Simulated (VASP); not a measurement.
# ZrSi2 (Cmcm) in VASP: notebook

Runs on ZrSi2. Level: PBE. Tasks: single point.

All numbers are computed with VASP 6.6.1; they aren't measurements. Logs are shortened: lines on timing, memory, paths and dates and some standing lists are left out, and cuts for length are marked.

### Step 1. The cell of the first run

Symmetry: Cmcm, No. 63, orthorhombic system. The conventional cell has a = 3.705 Å, b = 14.788 Å, c = 3.679 Å, α = 90.00°, β = 90.00°, γ = 90.00°. Within 3.6 Å of Zr (site symmetry m2m) lie 10 Si at 2.72 to 2.99 Å. Si (site symmetry m2m) has 2 Si at 2.42 Å and 6 Zr at 2.72 to 2.99 Å within 3.2 Å. Within 3.4 Å of Si (site symmetry m2m) lie 4 Si at 2.61 Å and 4 Zr at 2.82 to 2.83 Å.

### Step 2. Single point, PBE

The input, INCAR:

```
  PREC = Accurate
  ENCUT = 520
  EDIFF = 1E-6
  ISMEAR = 0
  SIGMA = 0.1
  LREAL = False
  LASPH = True
  NELM = 80
  ALGO = Normal
  ISIF = 2
  LWAVE = False
  LCHARG = False
  GGA = PE
  NBANDS = 29
```

The input, KPOINTS:

```
Automatic mesh
0
Gamma
  10 10 10
```

The input, POSCAR:

```
ZrSi2
1.0
    1.8525903342     -7.3940131193      0.0000000000
    1.8525903342      7.3940131193      0.0000000000
    0.0000000000      0.0000000000      3.6790720093
Zr Si
2 4
Direct
    0.8946665385      0.1053334615      0.7500000000
    0.1053334615      0.8946665385      0.2500000000
    0.5530999461      0.4469000539      0.7500000000
    0.4469000539      0.5530999461      0.2500000000
    0.2503123056      0.7496876944      0.7500000000
    0.7496876944      0.2503123056      0.2500000000
```

Potentials or basis: VASP PAW PBE potentials, release 64 (Zr_sv, Si).

The run is started by

```bash
cat potpaw_PBE.64/Zr_sv/POTCAR potpaw_PBE.64/Si/POTCAR > POTCAR
mpirun -np 1 vasp_std > vasp.out
```

OUTCAR:

```text
PREC = Accurate
   ENCUT = 520
   EDIFF = 1E-6
   ISMEAR = 0
   LREAL = False
   LASPH = True
   NELM = 80
   ISIF = 2
   GGA = PE

 ion  position               nearest neighbor table
   1  0.895  0.105  0.750-   4 2.72   4 2.72   4 2.72   4 2.72   6 2.82   6 2.82   5 2.83   5 2.83
                             3 2.99   3 2.99   2 3.62   2 3.62
   2  0.105  0.895  0.250-   3 2.72   3 2.72   3 2.72   3 2.72   5 2.82   5 2.82   6 2.83   6 2.83
                             4 2.99   4 2.99   1 3.62   1 3.62
   3  0.553  0.447  0.750-   4 2.42   4 2.42   2 2.72   2 2.72   2 2.72   2 2.72   1 2.99   1 2.99

   4  0.447  0.553  0.250-   3 2.42   3 2.42   1 2.72   1 2.72   1 2.72   1 2.72   2 2.99   2 2.99

   5  0.250  0.750  0.750-   6 2.61   6 2.61   6 2.61   6 2.61   2 2.82   2 2.82   1 2.83   1 2.83

   6  0.750  0.250  0.250-   5 2.61   5 2.61   5 2.61   5 2.61   1 2.82   1 2.82   2 2.83   2 2.83

  LATTYP: Found a base centered orthorhombic cell.
 ALAT       =     3.7051806684
 B/A-ratio  =     3.9911754816
 C/A-ratio  =     0.9929534721

  Lattice vectors:

 A1 = (   1.8525903342,  -7.3940131193,   0.0000000000)
 A2 = (   1.8525903342,   7.3940131193,   0.0000000000)
 A3 = (   0.0000000000,   0.0000000000,   3.6790720093)

Analysis of symmetry for initial positions (statically):
=====================================================================
 Subroutine PRICEL returns:
 Original cell was already a primitive cell.

 Routine SETGRP: Setting up the symmetry group for a
 base centered orthorhombic supercell.

 Subroutine GETGRP returns: Found  8 space group operations
 (whereof  4 operations were pure point group operations)
 out of a pool of  8 trial point group operations.

The static configuration has the point symmetry C_2h.
 The point group associated with its full space group is D_2h.

Analysis of symmetry for dynamics (positions and initial velocities):
=====================================================================
 Subroutine PRICEL returns:
 Original cell was already a primitive cell.

 Routine SETGRP: Setting up the symmetry group for a
 base centered orthorhombic supercell.

 Subroutine GETGRP returns: Found  8 space group operations
 (whereof  4 operations were pure point group operations)
 out of a pool of  8 trial point group operations.

The dynamic configuration has the point symmetry C_2h.
 The point group associated with its full space group is D_2h.

 Subroutine INISYM returns: Found  8 space group operations
 (whereof  4 operations are pure point group operations),
 and found     1 'primitive' translations

----------------------------------------------------------------------------------------

                                     Primitive cell

  volume of cell :     100.7924

  direct lattice vectors                    reciprocal lattice vectors
     1.852590334 -7.394013119  0.000000000     0.269892372 -0.067622277  0.000000000
     1.852590334  7.394013119  0.000000000     0.269892372  0.067622277  0.000000000
     0.000000000  0.000000000  3.679072009     0.000000000  0.000000000  0.271807673

  length of vectors
     7.622566560  7.622566560  3.679072009     0.278234909  0.278234909  0.271807673

  position of ions in fractional coordinates (direct lattice)
     0.894666538  0.105333462  0.750000000
     0.105333462  0.894666538  0.250000000
     0.553099946  0.446900054  0.750000000
     0.446900054  0.553099946  0.250000000
     0.250312306  0.749687694  0.750000000
     0.749687694  0.250312306  0.250000000

  ion indices of the primitive-cell ions
   primitive index   ion index
                 1           1
                 2           2
                 3           3
                 4           4
                 5           5
                 6           6

----------------------------------------------------------------------------------------

 KPOINTS: Automatic mesh

Automatic generation of k-mesh.
 Grid dimensions read from file:
 generate k-points for:   10   10   10

 Generating k-lattice:

  Cartesian coordinates                     Fractional coordinates (reciprocal lattice)
     0.026989237 -0.006762228  0.000000000     0.100000000  0.000000000  0.000000000
     0.026989237  0.006762228  0.000000000     0.000000000  0.100000000  0.000000000
     0.000000000  0.000000000  0.027180767     0.000000000  0.000000000  0.100000000

  Length of vectors
     0.027823491  0.027823491  0.027180767

  Shift w.r.t. Gamma in fractional coordinates (k-lattice)
     0.000000000  0.000000000  0.000000000

 Subroutine IBZKPT returns following result:
 ===========================================

 Found    186 irreducible k-points:

 Following reciprocal coordinates:
            Coordinates               Weight
  0.000000  0.000000  0.000000      1.000000
  0.100000  0.000000  0.000000      4.000000
  0.200000  0.000000  0.000000      4.000000
  0.300000  0.000000  0.000000      4.000000
  0.400000  0.000000  0.000000      4.000000
  0.500000  0.000000  0.000000      2.000000
[... 16 lines left out ...]
  0.300000  0.300000  0.000000      2.000000
  0.400000  0.300000  0.000000      4.000000
 [... further k-points ...]
   k-points           NKPTS =    186   k-points in BZ     NKDIM =    186   number of bands    NBANDS=     29
   number of dos      NEDOS =    301   number of ions     NIONS =      6
   total plane-waves  NPLWV = 100800
   dimension x,y,z NGX =    60 NGY =   60 NGZ =   28
   dimension x,y,z NGXF=   120 NGYF=  120 NGZF=   56
   ions per type =               2   4
   NGX,Y,Z   is equivalent  to a cutoff of  13.09, 13.09, 12.65 a.u.
   NGXF,Y,Z  is equivalent  to a cutoff of  26.17, 26.17, 25.30 a.u.
 SYSTEM =  unknown system
   PREC   = accura    normal or accurate (medium, high low for compatibility)
   ISTART =      0    job   : 0-new  1-cont  2-samecut
   ICHARG =      2    charge: 1-file 2-atom 10-const
   ISPIN  =      1    spin polarized calculation?
   LNONCOLLINEAR =      F non collinear calculations
   LSORBIT =      F    spin-orbit coupling
   LASPH  =      T    aspherical Exc in radial PAW
   ENCUT  =  520.0 eV  38.22 Ry    6.18 a.u.  14.17 14.17  6.84*2*pi/ulx,y,z
   NELM   =     80;   NELMIN=  2; NELMDL= -5     # of ELM steps
   EDIFF  = 0.1E-05   stopping-criterion for ELM
   LREAL  =      F    real-space projection
   EDIFFG = 0.1E-04   stopping-criterion for IOM
   NSW    =      0    number of steps for IOM
   IBRION =     -1    ionic relax: 0-MD 1-quasi-New 2-CG
   NFREE  =      0    steps in history (QN), initial steepest desc. (CG)
   ISIF   =      2    stress and relaxation
   ISYM   =      2    0-nonsym 1-usesym 2-fastsym
   POTIM  = 0.5000    time-step for ionic-motion
   TEBEG  =    0.0;   TEEND  =   0.0 temperature during run
   PSTRESS=    0.0 pullay stress
   NELECT =      40.0000    total number of electrons
   NUPDOWN=      -1.0000    fix difference up-down
   EMIN   =  10.00;   EMAX   =-10.00  energy-range for DOS
   EFERMI =   0.00;   METHOD = LEGACY
   ISMEAR =     0;   SIGMA  =   0.10  broadening in eV -4-tet -1-fermi 0-gaus
   EFERMI_NEDOS =   21; number of points for ismear=-14 and -15
   IALGO  =     38    algorithm
   IMIX   =      4    mixing-type and parameters
     AMIX     =   0.40;   BMIX     =  1.00
     AMIX_MAG =   1.60;   BMIX_MAG =  1.00
  volume/ion in A,a.u.               =      16.80       113.36
  Fermi-wavevector in a.u.,A,eV,Ry     =   1.203055  2.273445 19.692279  1.447342
  Thomas-Fermi vector in A             =   2.338819
   LORBIT       =      0    0 simple, 1 ext, 2 COOP (PROOUT), +10 PAW based schemes
   GGA     = PE    functional components
   LHFCALC =     F    Hartree Fock is set to
   AEXX    =    0.0000 exact exchange contribution
   IVDW    =     0    specifies the selected vdW correction
   LEPSILON=     F    determine dielectric tensor
   LRPA    =     F    only Hartree local field effects (RPA)
 non-spin polarized calculation
 Gauss-broadening in eV      SIGMA  =   0.10
  energy-cutoff  :      520.00
  volume of cell :      100.79
 maximum number of plane-waves:      2736
 NGX is ok and might be reduce to    60
   NGX = 29   NGY = 29   NGZ = 13

 number of electron      40.0000000 magnetization

 Free energy of the ion-electron system (eV)
  ---------------------------------------------------
  ext. energy  EPLUGINS =         0.00000000
  ---------------------------------------------------
  free energy    TOTEN  =       -42.72005850 eV

  energy without entropy =      -42.71319946  energy(sigma->0) =      -42.71662898

 E-fermi :   9.9895     XC(G=0): -11.2516

 val. band max:        9.9877072752   @ k =   0.5000   0.4000   0.3000
 cond. band min:      10.0020740698   @ k =   0.5000   0.2000   0.1000
 fundamental gap:      0.0143667946
 Fermi energy:         9.9895239350

 k-point     1 :       0.0000    0.0000    0.0000
  band No.  band energies     occupation
      1     -38.8074      2.00000
      2     -38.7954      2.00000
      3     -17.0367      2.00000
      4     -16.8973      2.00000
      5     -16.8760      2.00000
      6     -16.8757      2.00000
[... 21 lines left out ...]
     28      12.8597      0.00000
     29      13.9646      0.00000

 k-point     2 :       0.1000    0.0000    0.0000
  band No.  band energies     occupation
      1     -38.8065      2.00000
      2     -38.7946      2.00000
      3     -17.0331      2.00000
      4     -16.9153      2.00000
      5     -16.8919      2.00000
      6     -16.8749      2.00000
[... 21 lines left out ...]
     28      13.2573      0.00000
     29      13.6367      0.00000

 k-point     3 :       0.2000    0.0000    0.0000
  band No.  band energies     occupation
      1     -38.8042      2.00000
      2     -38.7924      2.00000
      3     -17.0241      2.00000
      4     -16.9618      2.00000
      5     -16.9339      2.00000
      6     -16.8720      2.00000
[... 21 lines left out ...]
     28      13.3260      0.00000
     29      13.8549      0.00000

 k-point     4 :       0.3000    0.0000    0.0000
  band No.  band energies     occupation
      1     -38.8013      2.00000
      2     -38.7897      2.00000
      3     -17.0224      2.00000
      4     -17.0091      2.00000
      5     -16.9851      2.00000
      6     -16.8686      2.00000
[... 21 lines left out ...]
     28      13.3980      0.00000
     29      14.4449      0.00000

 k-point     5 :       0.4000    0.0000    0.0000
  band No.  band energies     occupation
      1     -38.7989      2.00000
      2     -38.7876      2.00000
      3     -17.0654      2.00000
      4     -17.0269      2.00000
      5     -17.0015      2.00000
      6     -16.8658      2.00000
[... 21 lines left out ...]
     28      13.3404      0.00000
     29      13.9390      0.00000
[... 510 lines left out ...]
     28      13.2213      0.00000
     29      13.7685      0.00000

 k-point    22 :      -0.2000    0.2000    0.0000
  band No.  band energies     occupation
      1     -38.8073      2.00000
      2     -38.7955      2.00000
      3     -17.0315      2.00000
      4     -16.8978      2.00000
      5     -16.8814      2.00000
      6     -16.8753      2.00000
[... 21 lines left out ...]
     28      12.8219      0.00000
     29      14.0594      0.00000

 k-point    23 :       0.3000    0.3000    0.0000
  band No.  band energies     occupation
      1     -38.7989      2.00000
      2     -38.7876      2.00000
      3     -17.0663      2.00000
      4     -17.0264      2.00000
      5     -16.9979      2.00000
      6     -16.8692      2.00000
[... 21 lines left out ...]
     28      13.4701      0.00000
     29      13.7721      0.00000

 k-point    24 :       0.4000    0.3000    0.0000
  band No.  band energies     occupation
      1     -38.8012      2.00000
      2     -38.7899      2.00000
      3     -17.0249      2.00000
      4     -16.9995      2.00000
      5     -16.9849      2.00000
      6     -16.8762      2.00000
[... 21 lines left out ...]
     28      13.7475      0.00000
     29      13.9966      0.00000

 [... further k-points ...]
[... 5 lines left out ...]
  --------------------------------------------------------------------------------------
  -------------------------------------------------------------------------------------
  Total        0.0050530      0.0195638      0.0152146      0.0000000      0.0000000      0.0000000
  in kB        0.0803219      0.3109832      0.2418489      0.0000000      0.0000000      0.0000000
  external PRESSURE =       0.2110513 kB  Pullay stress =       0.0000000 kB

 VOLUME and BASIS-vectors are now :
 -----------------------------------------------------------------------------
  energy-cutoff  :      520.00
  volume of cell :      100.79
      direct lattice vectors                 reciprocal lattice vectors
     1.852590334 -7.394013119  0.000000000     0.269892372 -0.067622277  0.000000000
     1.852590334  7.394013119  0.000000000     0.269892372  0.067622277  0.000000000
     0.000000000  0.000000000  3.679072009     0.000000000  0.000000000  0.271807673

 POSITION                                       TOTAL-FORCE (eV/Angst)
 -----------------------------------------------------------------------------------
      1.85259     -5.83634      2.75930         0.000000      0.002490      0.000000
      1.85259      5.83634      0.91977         0.000000     -0.002490      0.000000
      1.85259     -0.78524      2.75930         0.000000      0.010592      0.000000
      1.85259      0.78524      0.91977         0.000000     -0.010592      0.000000
      1.85259      3.69239      2.75930         0.000000      0.001511      0.000000
      1.85259     -3.69239      0.91977         0.000000     -0.001511     -0.000000
 -----------------------------------------------------------------------------------
    total drift:                                0.000000      0.000000     -0.000000

  FREE ENERGIE OF THE ION-ELECTRON SYSTEM (eV)
  ---------------------------------------------------
  free  energy   TOTEN  =       -42.7200584990 eV

  energy  without entropy=      -42.7131994608  energy(sigma->0) =      -42.71662898
```

Wall time 10 min (1 thread of Intel Xeon Platinum 8488C (Sapphire Rapids), shared host); peak memory 0.61 GiB.

What came out:

```
Free energy            : -42.7201 eV
Pressure               : 0.0 GPa
Largest force          : 0.011 eV/Å
Band gap on the k mesh : zero (band 20 reaches 10.50 eV, above the bottom of band 21 at 9.55 eV)
```

Forces in eV/Å, atoms in the order of the input:
```
Zr   0.000  0.002  0.000
Zr   0.000 -0.002  0.000
Si   0.000  0.011  0.000
Si   0.000 -0.011  0.000
Si   0.000  0.002  0.000
Si   0.000 -0.002  0.000
```

Levels at points of the mesh, in eV from the Fermi level:
| k point | band 17 | band 18 | band 19 | band 20 | band 21 | band 22 | band 23 | band 24 |
| --- | --- | --- | --- | --- | --- | --- | --- | --- |
| (0.00, 0.00, 0.00) | -2.39 | -2.37 | -2.31 | -0.09 | 1.11 | 1.39 | 1.40 | 1.58 |
| (0.50, 0.00, 0.00) | -1.82 | -1.48 | -0.86 | -0.44 | -0.43 | 0.90 | 0.91 | 2.07 |
| (0.50, 0.50, 0.00) | -2.63 | -1.89 | -1.48 | 0.31 | 1.02 | 1.13 | 1.48 | 1.70 |
| (0.00, 0.00, 0.50) | -1.89 | -1.89 | -0.08 | -0.08 | 0.09 | 0.09 | 1.56 | 1.56 |
| (0.50, 0.00, 0.50) | -3.25 | -3.25 | -2.14 | -2.14 | 2.12 | 2.12 | 3.08 | 3.08 |
| (0.50, 0.50, 0.50) | -2.19 | -2.19 | -0.90 | -0.90 | 0.05 | 0.05 | 2.27 | 2.27 |

(Part 1 of 2 ends here.)
